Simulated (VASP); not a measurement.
# Ti3Al (P-6m2) in VASP: single point with LDA

Aim: the single point of Ti3Al with LDA.

All numbers are computed with VASP 6.6.1; they aren't measurements. Logs are shortened: lines on timing, memory, paths and dates and some standing lists are left out, and cuts for length are marked.

## 1. The cell of the first run

The structure is hexagonal, space group P-6m2 (No. 187). The conventional cell has a = 2.861 Å, b = 2.861 Å, c = 9.052 Å, α = 90.00°, β = 90.00°, γ = 120.00°. Ti (site symmetry -6m2) has 12 Ti at 2.79 to 2.86 Å within 3.7 Å. Ti (site symmetry 3m) has 9 Ti at 2.79 to 2.86 Å and 3 Al at 2.81 Å within 3.7 Å. Within 3.7 Å of Al (site symmetry -6m2) lie 6 Ti at 2.81 Å and 6 Al at 2.86 Å.

## 2. Single point, LDA

File INCAR:

```
PREC = Accurate
ENCUT = 500
EDIFF = 1E-6
ISMEAR = 0
SIGMA = 0.15
LREAL = F
LASPH = T
NELM = 120
ALGO = Normal
ISIF = 2
LWAVE = F
LCHARG = F
NBANDS = 49
GGA_COMPAT = F
```

File KPOINTS:

```
regular mesh
0
Gamma
  15 15 3
```

File POSCAR:

```
Ti3Al
1.0
   -2.8609562337      0.0000000000      0.0000000000
   -1.4304781169     -2.4776607775      0.0000000000
    0.0000000000      0.0000000000     18.1041752298
Ti Al
6 2
Direct
    0.6666666667      0.6666666667      0.5000000000
    0.6666666667      0.6666666667      0.0000000000
    0.3333333333      0.3333333333      0.3757682869
    0.3333333333      0.3333333333      0.8757682869
    0.3333333333      0.3333333333      0.1242317131
    0.3333333333      0.3333333333      0.6242317131
    0.6666666667      0.6666666667      0.2500000000
    0.6666666667      0.6666666667      0.7500000000
```

Potentials or basis: VASP PAW LDA potentials, release 64 (Ti_sv, Al).

Started as:

```bash
> cat potpaw_LDA.64/Ti_sv/POTCAR potpaw_LDA.64/Al/POTCAR > POTCAR
> mpirun -np 1 vasp_std > vasp.out
```

OUTCAR:

```text
PREC = Accurate
   ENCUT = 500
   EDIFF = 1E-6
   ISMEAR = 0
   LREAL = F
   LASPH = T
   NELM = 120
   ISIF = 2

 ion  position               nearest neighbor table
   1  0.667  0.667  0.500-   3 2.79   6 2.79   3 2.79   6 2.79   3 2.79   6 2.79
   2  0.667  0.667  0.000-   4 2.79   5 2.79   4 2.79   5 2.79   4 2.79   5 2.79
   3  0.333  0.333  0.376-   1 2.79   1 2.79   1 2.79   7 2.81   7 2.81   7 2.81
   4  0.333  0.333  0.876-   2 2.79   2 2.79   2 2.79   8 2.81   8 2.81   8 2.81
   5  0.333  0.333  0.124-   2 2.79   2 2.79   2 2.79   7 2.81   7 2.81   7 2.81
   6  0.333  0.333  0.624-   1 2.79   1 2.79   1 2.79   8 2.81   8 2.81   8 2.81
   7  0.667  0.667  0.250-   3 2.81   5 2.81   3 2.81   5 2.81   3 2.81   5 2.81
   8  0.667  0.667  0.750-   4 2.81   6 2.81   4 2.81   6 2.81   4 2.81   6 2.81

  LATTYP: Found a hexagonal cell.
 ALAT       =     2.8609562337
 C/A-ratio  =     6.3280154434

  Lattice vectors:

 A1 = (   1.4304781169,   2.4776607775,   0.0000000000)
 A2 = (  -2.8609562337,   0.0000000000,   0.0000000000)
 A3 = (   0.0000000000,   0.0000000000,  18.1041752298)

Analysis of symmetry for initial positions (statically):
=====================================================================
 Subroutine PRICEL returns following result:

  LATTYP: Found a hexagonal cell.
 ALAT       =     2.8609562337
 C/A-ratio  =     3.1640077217

  Lattice vectors:

 A1 = (   1.4304781169,   2.4776607775,   0.0000000000)
 A2 = (  -2.8609562337,   0.0000000000,   0.0000000000)
 A3 = (   0.0000000000,   0.0000000000,   9.0520876149)

   2 primitive cells build up your supercell.

 Routine SETGRP: Setting up the symmetry group for a
 hexagonal supercell.

 Subroutine GETGRP returns: Found 12 space group operations
 (whereof 12 operations were pure point group operations)
 out of a pool of 24 trial point group operations.

The static configuration has the point symmetry D_3h.

Analysis of symmetry for dynamics (positions and initial velocities):
=====================================================================
 Subroutine PRICEL returns following result:

  LATTYP: Found a hexagonal cell.
 ALAT       =     2.8609562337
 C/A-ratio  =     3.1640077217

  Lattice vectors:

 A1 = (   1.4304781169,   2.4776607775,   0.0000000000)
 A2 = (  -2.8609562337,   0.0000000000,   0.0000000000)
 A3 = (   0.0000000000,   0.0000000000,   9.0520876149)

   2 primitive cells build up your supercell.

 Routine SETGRP: Setting up the symmetry group for a
 hexagonal supercell.

 Subroutine GETGRP returns: Found 12 space group operations
 (whereof 12 operations were pure point group operations)
 out of a pool of 24 trial point group operations.

The dynamic configuration has the point symmetry D_3h.

 Subroutine INISYM returns: Found 12 space group operations
 (whereof 12 operations are pure point group operations),
 and found     2 'primitive' translations

----------------------------------------------------------------------------------------

                                     Primitive cell

  volume of cell :      64.1655

  direct lattice vectors                    reciprocal lattice vectors
     1.430478117  2.477660778  0.000000000     0.000000000  0.403606502  0.000000000
    -2.860956234  0.000000000  0.000000000    -0.349533484  0.201803251  0.000000000
     0.000000000  0.000000000  9.052087615     0.000000000  0.000000000  0.110471754

  length of vectors
     2.860956234  2.860956234  9.052087615     0.403606502  0.403606502  0.110471754

  position of ions in fractional coordinates (direct lattice)
     0.333333333  0.666666667  0.000000000
     0.666666667  0.333333333  0.751536574
     0.666666667  0.333333333  0.248463426
     0.333333333  0.666666667  0.500000000

  ion indices of the primitive-cell ions
   primitive index   ion index
                 1           1
                 2           3
                 3           6
                 4           7

----------------------------------------------------------------------------------------

 KPOINTS: regular mesh

Automatic generation of k-mesh.
 Grid dimensions read from file:
 generate k-points for:   15   15    3

 Generating k-lattice:

  Cartesian coordinates                     Fractional coordinates (reciprocal lattice)
    -0.023302232  0.013453550  0.000000000     0.066666667 -0.000000000  0.000000000
     0.000000000 -0.026907100  0.000000000     0.000000000  0.066666667  0.000000000
     0.000000000  0.000000000  0.018411959     0.000000000  0.000000000  0.333333333

  Length of vectors
     0.026907100  0.026907100  0.018411959

  Shift w.r.t. Gamma in fractional coordinates (k-lattice)
     0.000000000  0.000000000  0.000000000

 Subroutine IBZKPT returns following result:
 ===========================================

 Found     54 irreducible k-points:

 Following reciprocal coordinates:
            Coordinates               Weight
  0.000000  0.000000  0.000000      1.000000
  0.066667  0.000000  0.000000      6.000000
  0.133333  0.000000  0.000000      6.000000
  0.200000  0.000000  0.000000      6.000000
  0.266667  0.000000  0.000000      6.000000
  0.333333  0.000000  0.000000      6.000000
[... 16 lines left out ...]
 -0.466667  0.200000  0.000000     12.000000
 -0.400000  0.200000  0.000000      6.000000
 [... further k-points ...]
   k-points           NKPTS =     54   k-points in BZ     NKDIM =     54   number of bands    NBANDS=     49
   number of dos      NEDOS =    301   number of ions     NIONS =      8
   total plane-waves  NPLWV =  80640
   dimension x,y,z NGX =    24 NGY =   24 NGZ =  140
   dimension x,y,z NGXF=    48 NGYF=   48 NGZF=  280
   ions per type =               6   2
   NGX,Y,Z   is equivalent  to a cutoff of  13.95, 13.95, 12.86 a.u.
   NGXF,Y,Z  is equivalent  to a cutoff of  27.89, 27.89, 25.71 a.u.
 SYSTEM =  unknown system
   PREC   = accura    normal or accurate (medium, high low for compatibility)
   ISTART =      0    job   : 0-new  1-cont  2-samecut
   ICHARG =      2    charge: 1-file 2-atom 10-const
   ISPIN  =      1    spin polarized calculation?
   LNONCOLLINEAR =      F non collinear calculations
   LSORBIT =      F    spin-orbit coupling
   LASPH  =      T    aspherical Exc in radial PAW
   ENCUT  =  500.0 eV  36.75 Ry    6.06 a.u.   5.22  5.22 33.01*2*pi/ulx,y,z
   NELM   =    120;   NELMIN=  2; NELMDL= -5     # of ELM steps
   EDIFF  = 0.1E-05   stopping-criterion for ELM
   LREAL  =      F    real-space projection
   EDIFFG = 0.1E-04   stopping-criterion for IOM
   NSW    =      0    number of steps for IOM
   IBRION =     -1    ionic relax: 0-MD 1-quasi-New 2-CG
   NFREE  =      0    steps in history (QN), initial steepest desc. (CG)
   ISIF   =      2    stress and relaxation
   ISYM   =      2    0-nonsym 1-usesym 2-fastsym
   POTIM  = 0.5000    time-step for ionic-motion
   TEBEG  =    0.0;   TEEND  =   0.0 temperature during run
   PSTRESS=    0.0 pullay stress
   NELECT =      78.0000    total number of electrons
   NUPDOWN=      -1.0000    fix difference up-down
   EMIN   =  10.00;   EMAX   =-10.00  energy-range for DOS
   EFERMI =   0.00;   METHOD = LEGACY
   ISMEAR =     0;   SIGMA  =   0.15  broadening in eV -4-tet -1-fermi 0-gaus
   EFERMI_NEDOS =   21; number of points for ismear=-14 and -15
   IALGO  =     38    algorithm
   IMIX   =      4    mixing-type and parameters
     AMIX     =   0.40;   BMIX     =  1.00
     AMIX_MAG =   1.60;   BMIX_MAG =  1.00
  volume/ion in A,a.u.               =      16.04       108.25
  Fermi-wavevector in a.u.,A,eV,Ry     =   1.386742  2.620563 26.164741  1.923054
  Thomas-Fermi vector in A             =   2.511029
   LORBIT       =      0    0 simple, 1 ext, 2 COOP (PROOUT), +10 PAW based schemes
   GGA     = CA    functional components
   LHFCALC =     F    Hartree Fock is set to
   AEXX    =    0.0000 exact exchange contribution
   IVDW    =     0    specifies the selected vdW correction
   LEPSILON=     F    determine dielectric tensor
   LRPA    =     F    only Hartree local field effects (RPA)
 non-spin polarized calculation
 Gauss-broadening in eV      SIGMA  =   0.15
  energy-cutoff  :      500.00
  volume of cell :      128.33
 maximum number of plane-waves:      3290
 NGX is ok and might be reduce to    24
   NGX = 11   NGY = 11   NGZ = 67

 number of electron      78.0000014 magnetization

 Free energy of the ion-electron system (eV)
  ---------------------------------------------------
  ext. energy  EPLUGINS =         0.00000000
  ---------------------------------------------------
  free energy    TOTEN  =       -60.72735308 eV

  energy without entropy =      -60.64018025  energy(sigma->0) =      -60.68376667

 E-fermi :   8.4392     XC(G=0): -11.7448

 val. band max:        8.4361857283   @ k =   0.4000   0.1333   0.0000
 cond. band min:       8.4454021965   @ k =   0.1333   0.0000   0.0000
 fundamental gap:      0.0092164683
 Fermi energy:         8.4391688203

 k-point     1 :       0.0000    0.0000    0.0000
  band No.  band energies     occupation
      1     -47.4700      2.00000
      2     -47.4700      2.00000
      3     -47.4036      2.00000
      4     -47.4035      2.00000
      5     -47.3223      2.00000
      6     -47.3223      2.00000
[... 41 lines left out ...]
     48       9.7255      0.00000
     49       9.7290      0.00000

 k-point     2 :       0.0667    0.0000    0.0000
  band No.  band energies     occupation
      1     -47.4642      2.00000
      2     -47.4641      2.00000
      3     -47.3991      2.00000
      4     -47.3990      2.00000
      5     -47.3193      2.00000
      6     -47.3192      2.00000
[... 41 lines left out ...]
     48       9.6929      0.00000
     49       9.8118      0.00000

 k-point     3 :       0.1333    0.0000    0.0000
  band No.  band energies     occupation
      1     -47.4475      2.00000
      2     -47.4474      2.00000
      3     -47.3865      2.00000
      4     -47.3864      2.00000
      5     -47.3109      2.00000
      6     -47.3108      2.00000
[... 1081 lines left out ...]
     48      10.1662      0.00000
     49      10.7294      0.00000

 k-point    24 :      -0.4000    0.2000    0.0000
  band No.  band energies     occupation
      1     -47.3007      2.00000
      2     -47.3007      2.00000
      3     -47.2914      2.00000
      4     -47.2914      2.00000
      5     -47.2678      2.00000
      6     -47.2678      2.00000
[... 41 lines left out ...]
     48      10.2779      0.00000
     49      10.8558      0.00000

 [... further k-points ...]

------------------------ aborting loop because EDIFF is reached ----------------------------------------

  FORCE on cell =-STRESS in cart. coord.  units (eV):
  Direction    XX          YY          ZZ          XY          YZ          ZX
  --------------------------------------------------------------------------------------
  -------------------------------------------------------------------------------------
  Total       -0.0901550     -0.0901550     -0.0203855     -0.0000000      0.0000000     -0.0000000
  in kB       -1.1255604     -1.1255604     -0.2545073     -0.0000000      0.0000000     -0.0000000
  external PRESSURE =      -0.8352094 kB  Pullay stress =       0.0000000 kB

 VOLUME and BASIS-vectors are now :
 -----------------------------------------------------------------------------
  energy-cutoff  :      500.00
  volume of cell :      128.33
      direct lattice vectors                 reciprocal lattice vectors
    -2.860956234  0.000000000  0.000000000    -0.349533484  0.201803251  0.000000000
    -1.430478117 -2.477660778  0.000000000     0.000000000 -0.403606502  0.000000000
     0.000000000  0.000000000 18.104175230     0.000000000  0.000000000  0.055235877

 POSITION                                       TOTAL-FORCE (eV/Angst)
 -----------------------------------------------------------------------------------
     -2.86096     -1.65177      9.05209        -0.000000     -0.000000      0.000000
     -2.86096     -1.65177      0.00000        -0.000000     -0.000000      0.000000
     -1.43048     -0.82589      6.80297         0.000000     -0.000000      0.009611
     -1.43048     -0.82589     15.85506         0.000000     -0.000000      0.009611
     -1.43048     -0.82589      2.24911        -0.000000     -0.000000     -0.009611
     -1.43048     -0.82589     11.30120         0.000000     -0.000000     -0.009611
     -2.86096     -1.65177      4.52604         0.000000      0.000000      0.000000
     -2.86096     -1.65177     13.57813         0.000000      0.000000      0.000000
 -----------------------------------------------------------------------------------
    total drift:                               -0.000001     -0.000000     -0.000000

  FREE ENERGIE OF THE ION-ELECTRON SYSTEM (eV)
  ---------------------------------------------------
  free  energy   TOTEN  =       -60.7273530784 eV

  energy  without entropy=      -60.6401802517  energy(sigma->0) =      -60.68376667
```

It took 5.5 min on 1 thread of Intel Xeon Platinum 8488C (Sapphire Rapids), shared host; peak memory 0.37 GiB.

Results:

```yaml
Free_energy: -60.7274 eV
Pressure: -0.1 GPa
Largest_force: 0.010 eV/Å
Band_gap_on_the_k_mesh: zero (bands 39 and 40 overlap by 1.54 eV)
```

Forces on the atoms (eV/Å):
```
Ti   0.000  0.000  0.000
Ti   0.000  0.000  0.000
Ti   0.000  0.000  0.010
Ti   0.000  0.000  0.010
Ti   0.000  0.000 -0.010
Ti   0.000  0.000 -0.010
Al   0.000  0.000  0.000
Al   0.000  0.000  0.000
```

Stress tensor (GPa, compression positive):
```
-0.11  0.00  0.00
 0.00 -0.11  0.00
 0.00  0.00 -0.03
```
